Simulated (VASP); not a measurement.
# Na (P-1) in VASP: notebook

Runs on Na. Level: PBE. Tasks: single point.

Everything below comes from runs of VASP 6.6.1. Logs are shortened: lines on timing, memory, paths and dates and some standing lists are left out, and cuts for length are marked.

## 1. The cell of the first run

The typed cell holds 2 atoms: a = 3.767 Å, b = 3.783 Å, c = 6.154 Å, α = 90.21°, β = 90.57°, γ = 120.43°.

## 2. Single point, PBE (equal xy, yz and zx shear strains of -1 %)

INCAR reads:

```
SYSTEM = Na
PREC     = Accurate       ! precision mode
ENCUT    = 520            ! plane-wave cutoff, eV
EDIFF    = 1E-7           ! SCF threshold, eV
ISMEAR   = -1             ! smearing method
SIGMA    = 0.05           ! smearing width, eV
LREAL    = .FALSE.        ! projectors in reciprocal space
LASPH    = .TRUE.         ! aspherical terms in the spheres
NELM     = 60             ! most SCF steps
ALGO     = Normal         ! electronic algorithm
ISIF     = 2              ! what is computed and relaxed
LWAVE    = .FALSE.        ! write WAVECAR
LCHARG   = .FALSE.        ! write CHGCAR
GGA      = PE             ! functional
NBANDS   = 14             ! bands
```

KPOINTS reads:

```
Automatic mesh
0
G
  13 13 7
  0 0 0
```

POSCAR reads:

```
Na
1.0
    3.7670009976     -0.0188350050     -0.0188350050
   -1.8998120916      3.2717360625     -0.0068940903
   -0.0307700000     -0.0307700000      6.1540000000
Na
2
Direct
    0.3333333333      0.6666666667      0.2500000000
    0.6666666667      0.3333333333      0.7500000000
```

Potentials or basis: VASP PAW PBE potentials, release 64 (Na_pv).

Started as:

```sh
cat potpaw_PBE.64/Na_pv/POTCAR > POTCAR
mpirun -np 1 vasp_std > vasp.out
```

OUTCAR:

```text
SYSTEM = Na
   PREC = Accurate
   ENCUT = 520
   EDIFF = 1E-7
   ISMEAR = -1
   LREAL = .FALSE.
   LASPH = .TRUE.
   NELM = 60
   ISIF = 2
   GGA = PE

 ion  position               nearest neighbor table
   1  0.333  0.667  0.250-
   2  0.667  0.333  0.750-

  LATTYP: Found a triclinic cell.
 ALAT       =     3.7507894752
 B/A-ratio  =     1.0043472705
 C/A-ratio  =     1.6407622685
 COS(alpha) =     0.0099745013
 COS(beta)  =     0.0136846555
 COS(gamma) =     0.4934979113

  Lattice vectors:

 A1 = (   1.8671889060,   3.2529010575,  -0.0257290953)
 A2 = (   3.7670009976,  -0.0188350050,  -0.0188350050)
 A3 = (   0.0307700000,   0.0307700000,  -6.1540000000)

Analysis of symmetry for initial positions (statically):
=====================================================================
 Subroutine PRICEL returns:
 Original cell was already a primitive cell.

 Routine SETGRP: Setting up the symmetry group for a
 triclinic supercell.

 Subroutine GETGRP returns: Found  2 space group operations
 (whereof  2 operations were pure point group operations)
 out of a pool of  2 trial point group operations.

The static configuration has the point symmetry S_2 .

Analysis of symmetry for dynamics (positions and initial velocities):
=====================================================================
 Subroutine PRICEL returns:
 Original cell was already a primitive cell.

 Routine SETGRP: Setting up the symmetry group for a
 triclinic supercell.

 Subroutine GETGRP returns: Found  2 space group operations
 (whereof  2 operations were pure point group operations)
 out of a pool of  2 trial point group operations.

The dynamic configuration has the point symmetry S_2 .

 Subroutine INISYM returns: Found  2 space group operations
 (whereof  2 operations are pure point group operations),
 and found     1 'primitive' translations

----------------------------------------------------------------------------------------

                                     Primitive cell

  volume of cell :      75.6218

  direct lattice vectors                    reciprocal lattice vectors
     3.767000998 -0.018835005 -0.018835005     0.266246719  0.154606984  0.002104269
    -1.899812092  3.271736063 -0.006894090     0.001540431  0.306545862  0.001540431
    -0.030770000 -0.030770000  6.154000000     0.000816604  0.000816604  0.162504104

  length of vectors
     3.767095171  3.783330593  6.154153848     0.307888069  0.306553602  0.162508207

  position of ions in fractional coordinates (direct lattice)
     0.333333333  0.666666667  0.250000000
     0.666666667  0.333333333  0.750000000

  ion indices of the primitive-cell ions
   primitive index   ion index
                 1           1
                 2           2

----------------------------------------------------------------------------------------

 KPOINTS: Automatic mesh

Automatic generation of k-mesh.
 Grid dimensions read from file:
 generate k-points for:   13   13    7

 Generating k-lattice:

  Cartesian coordinates                     Fractional coordinates (reciprocal lattice)
     0.020480517  0.011892845  0.000161867     0.076923077 -0.000000000  0.000000000
     0.000118495  0.023580451  0.000118495    -0.000000000  0.076923077  0.000000000
     0.000116658  0.000116658  0.023214872     0.000000000  0.000000000  0.142857143

  Length of vectors
     0.023683698  0.023581046  0.023215458

  Shift w.r.t. Gamma in fractional coordinates (k-lattice)
     0.000000000  0.000000000  0.000000000

 Subroutine IBZKPT returns following result:
 ===========================================

 Found    592 irreducible k-points:

 Following reciprocal coordinates:
            Coordinates               Weight
  0.000000  0.000000  0.000000      1.000000
  0.076923  0.000000  0.000000      2.000000
  0.153846  0.000000  0.000000      2.000000
  0.230769 -0.000000 -0.000000      2.000000
  0.307692  0.000000  0.000000      2.000000
  0.384615 -0.000000  0.000000      2.000000
[... 16 lines left out ...]
  0.153846  0.153846  0.000000      2.000000
  0.230769  0.153846  0.000000      2.000000
 [... further k-points ...]
   k-points           NKPTS =    592   k-points in BZ     NKDIM =    592   number of bands    NBANDS=     14
   number of dos      NEDOS =    301   number of ions     NIONS =      2
   total plane-waves  NPLWV =  37632
   dimension x,y,z NGX =    28 NGY =   28 NGZ =   48
   dimension x,y,z NGXF=    56 NGYF=   56 NGZF=   96
   ions per type =               2
   NGX,Y,Z   is equivalent  to a cutoff of  12.36, 12.30, 12.97 a.u.
   NGXF,Y,Z  is equivalent  to a cutoff of  24.71, 24.61, 25.93 a.u.
 SYSTEM =  Na
   PREC   = accura    normal or accurate (medium, high low for compatibility)
   ISTART =      0    job   : 0-new  1-cont  2-samecut
   ICHARG =      2    charge: 1-file 2-atom 10-const
   ISPIN  =      1    spin polarized calculation?
   LNONCOLLINEAR =      F non collinear calculations
   LSORBIT =      F    spin-orbit coupling
   LASPH  =      T    aspherical Exc in radial PAW
   ENCUT  =  520.0 eV  38.22 Ry    6.18 a.u.   7.00  7.03 11.44*2*pi/ulx,y,z
   NELM   =     60;   NELMIN=  2; NELMDL= -5     # of ELM steps
   EDIFF  = 0.1E-06   stopping-criterion for ELM
   LREAL  =      F    real-space projection
   EDIFFG = 0.1E-05   stopping-criterion for IOM
   NSW    =      0    number of steps for IOM
   IBRION =     -1    ionic relax: 0-MD 1-quasi-New 2-CG
   NFREE  =      0    steps in history (QN), initial steepest desc. (CG)
   ISIF   =      2    stress and relaxation
   ISYM   =      2    0-nonsym 1-usesym 2-fastsym
   POTIM  = 0.5000    time-step for ionic-motion
   TEBEG  =    0.0;   TEEND  =   0.0 temperature during run
   PSTRESS=    0.0 pullay stress
   NELECT =      14.0000    total number of electrons
   NUPDOWN=      -1.0000    fix difference up-down
   EMIN   =  10.00;   EMAX   =-10.00  energy-range for DOS
   EFERMI =   0.00;   METHOD = LEGACY
   ISMEAR =    -1;   SIGMA  =   0.05  broadening in eV -4-tet -1-fermi 0-gaus
   EFERMI_NEDOS =   21; number of points for ismear=-14 and -15
   IALGO  =     38    algorithm
   IMIX   =      4    mixing-type and parameters
     AMIX     =   0.40;   BMIX     =  1.00
     AMIX_MAG =   1.60;   BMIX_MAG =  1.00
  volume/ion in A,a.u.               =      37.81       255.16
  Fermi-wavevector in a.u.,A,eV,Ry     =   0.933043  1.763196 11.844825  0.870570
  Thomas-Fermi vector in A             =   2.059704
   LORBIT       =      0    0 simple, 1 ext, 2 COOP (PROOUT), +10 PAW based schemes
   GGA     = PE    functional components
   LHFCALC =     F    Hartree Fock is set to
   AEXX    =    0.0000 exact exchange contribution
   IVDW    =     0    specifies the selected vdW correction
   LEPSILON=     F    determine dielectric tensor
   LRPA    =     F    only Hartree local field effects (RPA)
 non-spin polarized calculation
  energy-cutoff  :      520.00
  volume of cell :       75.62
 maximum number of plane-waves:      2055
   NGX = 13   NGY = 15   NGZ = 23

 number of electron      14.0000011 magnetization

 Free energy of the ion-electron system (eV)
  ---------------------------------------------------
  ext. energy  EPLUGINS =         0.00000000
  ---------------------------------------------------
  free energy    TOTEN  =        -2.62479482 eV

  energy without entropy =       -2.61676400  energy(sigma->0) =       -2.62077941

 E-fermi :   0.2670     XC(G=0):  -6.4503

 val. band max:        0.2624614631   @ k =   0.3077   0.2308   0.1429
 cond. band min:       0.2698997253   @ k =   0.1538   0.0000   0.1429
 fundamental gap:      0.0074382622
 Fermi energy:         0.2670310331

 k-point     1 :       0.0000    0.0000    0.0000
  band No.  band energies     occupation
      1     -24.6717      2.00000
      2     -24.6442      2.00000
      3     -24.6441      2.00000
      4     -24.6397      2.00000
      5     -24.6395      2.00000
      6     -24.6391      2.00000
      7      -2.9653      2.00000
      8       0.8242      0.00003
      9       1.2104      0.00000
     10      10.0666      0.00000
     11      10.2241      0.00000
     12      10.4018      0.00000
     13      10.5359      0.00000
     14      10.6753      0.00000

 k-point     2 :       0.0769    0.0000    0.0000
  band No.  band energies     occupation
      1     -24.6710      2.00000
      2     -24.6456      2.00000
      3     -24.6445      2.00000
      4     -24.6411      2.00000
      5     -24.6398      2.00000
      6     -24.6393      2.00000
      7      -2.8781      2.00000
      8       0.9012      0.00001
      9       1.2962      0.00000
     10       8.7224      0.00000
     11       9.3799      0.00000
     12       9.8606      0.00000
     13      11.2106      0.00000
     14      11.3976      0.00000

 k-point     3 :       0.1538    0.0000    0.0000
  band No.  band energies     occupation
      1     -24.6692      2.00000
      2     -24.6496      2.00000
      3     -24.6458      2.00000
      4     -24.6452      2.00000
      5     -24.6405      2.00000
      6     -24.6401      2.00000
      7      -2.6173      2.00000
      8       1.1324      0.00000
      9       1.5504      0.00000
     10       6.9861      0.00000
     11       8.6698      0.00000
     12       8.9613      0.00000
     13      10.3236      0.00000
     14      11.1848      0.00000

 k-point     4 :       0.2308   -0.0000   -0.0000
  band No.  band energies     occupation
      1     -24.6665      2.00000
      2     -24.6552      2.00000
      3     -24.6508      2.00000
      4     -24.6475      2.00000
      5     -24.6415      2.00000
      6     -24.6413      2.00000
      7      -2.1856      2.00000
      8       1.5189      0.00000
      9       1.9610      0.00000
     10       5.3634      0.00000
     11       8.0579      0.00000
     12       8.1189      0.00000
     13       8.6952      0.00000
     14      10.0924      0.00000

 k-point     5 :       0.3077    0.0000    0.0000
  band No.  band energies     occupation
      1     -24.6633      2.00000
      2     -24.6612      2.00000
      3     -24.6567      2.00000
      4     -24.6494      2.00000
      5     -24.6430      2.00000
      6     -24.6427      2.00000
      7      -1.5871      2.00000
      8       2.0614      0.00000
      9       2.4716      0.00000
     10       3.9314      0.00000
     11       7.0898      0.00000
[... 276 lines left out ...]
 k-point    22 :       0.0769    0.1538    0.0000
  band No.  band energies     occupation
      1     -24.6676      2.00000
      2     -24.6526      2.00000
      3     -24.6498      2.00000
      4     -24.6459      2.00000
      5     -24.6414      2.00000
      6     -24.6408      2.00000
      7      -2.3594      2.00000
      8       1.3634      0.00000
      9       1.7973      0.00000
     10       6.1080      0.00000
     11       7.2346      0.00000
     12       9.4420      0.00000
     13       9.6311      0.00000
     14      10.5511      0.00000

 k-point    23 :       0.1538    0.1538    0.0000
  band No.  band energies     occupation
      1     -24.6650      2.00000
      2     -24.6564      2.00000
      3     -24.6551      2.00000
      4     -24.6475      2.00000
      5     -24.6432      2.00000
      6     -24.6420      2.00000
      7      -1.9283      2.00000
      8       1.7514      0.00000
      9       2.1989      0.00000
     10       5.3234      0.00000
     11       5.7733      0.00000
     12       8.7392      0.00000
     13       8.9819      0.00000
     14       9.3289      0.00000

 k-point    24 :       0.2308    0.1538    0.0000
  band No.  band energies     occupation
      1     -24.6620      2.00000
      2     -24.6609      2.00000
      3     -24.6592      2.00000
      4     -24.6500      2.00000
      5     -24.6451      2.00000
      6     -24.6437      2.00000
      7      -1.3312      2.00000
      8       2.2952      0.00000
      9       2.6914      0.00000
     10       4.0919      0.00000
     11       5.0990      0.00000
     12       7.3919      0.00000
     13       8.2091      0.00000
     14       8.3760      0.00000

 [... further k-points ...]

------------------------ aborting loop because EDIFF is reached ----------------------------------------

  FORCE on cell =-STRESS in cart. coord.  units (eV):
  Direction    XX          YY          ZZ          XY          YZ          ZX
  --------------------------------------------------------------------------------------
  -------------------------------------------------------------------------------------
  Total       -0.0881744     -0.0885597     -0.0323488      0.0176952      0.0196291      0.0195839
  in kB       -1.8681261     -1.8762884     -0.6853648      0.3749033      0.4158769      0.4149191
  external PRESSURE =      -1.4765931 kB  Pullay stress =       0.0000000 kB

 VOLUME and BASIS-vectors are now :
 -----------------------------------------------------------------------------
  energy-cutoff  :      520.00
  volume of cell :       75.62
      direct lattice vectors                 reciprocal lattice vectors
     3.767000998 -0.018835005 -0.018835005     0.266246719  0.154606984  0.002104269
    -1.899812092  3.271736063 -0.006894090     0.001540431  0.306545862  0.001540431
    -0.030770000 -0.030770000  6.154000000     0.000816604  0.000816604  0.162504104

 POSITION                                       TOTAL-FORCE (eV/Angst)
 -----------------------------------------------------------------------------------
     -0.01857      2.16719      1.52763         0.003706      0.000024      0.000185
      1.85499      1.05494      4.60065        -0.003706     -0.000024     -0.000185
 -----------------------------------------------------------------------------------
    total drift:                                0.000000     -0.000000      0.000000

  FREE ENERGIE OF THE ION-ELECTRON SYSTEM (eV)
  ---------------------------------------------------
  free  energy   TOTEN  =        -2.6247948164 eV

  energy  without entropy=       -2.6167639972  energy(sigma->0) =       -2.62077941
```

Wall time 2.3 min (1 thread of Intel Xeon 6975P-C (Granite Rapids), shared host); peak memory 0.53 GiB.

What came out:

| Quantity | Value |
| --- | --- |
| Free energy | -2.6248 eV |
| Pressure | -0.1 GPa |
| Largest force | 0.004 eV/Å |
| Band gap on the k mesh | zero (bands 7 and 8 overlap by 3.41 eV) |

Forces in eV/Å, atoms in the order of the input:
```
Na   0.004  0.000  0.000
Na  -0.004  0.000  0.000
```

Caveat: the cell differs from its parent crystal (equal xy, yz and zx shear strains of -1 %).

## 3. Single point, PBE (0.028868, 0.028868] A)

INCAR reads:

```
SYSTEM = Na
PREC     = Accurate       ! precision mode
ENCUT    = 520            ! plane-wave cutoff, eV
EDIFF    = 1E-7           ! SCF threshold, eV
ISMEAR   = -1             ! smearing method
SIGMA    = 0.05           ! smearing width, eV
LREAL    = .False.        ! projectors in reciprocal space
LASPH    = .True.         ! aspherical terms in the spheres
NELM     = 60             ! most SCF steps
ALGO     = Normal         ! electronic algorithm
ISIF     = 2              ! what is computed and relaxed
LWAVE    = .False.        ! write WAVECAR
LCHARG   = .False.        ! write CHGCAR
GGA      = PE             ! functional
NBANDS   = 14             ! bands
```

KPOINTS reads:

```
Automatic mesh
0
Gamma
  13 13 7
  0 0 0
```

POSCAR reads:

```
Na
1.0
    3.7670009976      0.0000000000      0.0000000000
   -1.8835004988      3.2623185600      0.0000000000
    0.0000000000      0.0000000000      6.1540000000
Na
2
Direct
    0.3454211845      0.6755155879      0.2546909327
    0.6666666667      0.3333333333      0.7500000000
```

Potentials or basis: VASP PAW PBE potentials, release 64 (Na_pv).

Started as:

```sh
cat potpaw_PBE.64/Na_pv/POTCAR > POTCAR
mpirun -np 1 vasp_std > vasp.out
```

Wall time 5.3 min (1 thread of Intel Xeon Platinum 8259CL at 2.50GHz (Skylake/Cascade Lake), shared host); peak memory 0.53 GiB.

The run converged. Its results:

* Free energy: -2.6247 eV
* Pressure: -0.1 GPa
* Largest force: 0.020 eV/Å
* Band gap on the k mesh: zero (bands 7 and 8 overlap by 3.33 eV)

Forces on the atoms (eV/Å):
```
Na  -0.003 -0.004 -0.019
Na   0.003  0.004  0.019
```

Stress tensor (GPa, compression positive):
```
-0.21 -0.02  0.00
-0.02 -0.17  0.00
 0.00  0.00 -0.07
```

Levels at points of the mesh, in eV from the Fermi level:
```
           k point  band 4  band 5  band 6  band 7  band 8  band 9  band 10  band 11
(0.00, 0.00, 0.00)  -24.91  -24.91  -24.91   -3.23    0.56    0.94     9.87     9.89
```

Caveat: the cell differs from its parent crystal (0.028868, 0.028868] A).

The gap in the log of VASP goes by the Fermi energy; the results here count the filled bands.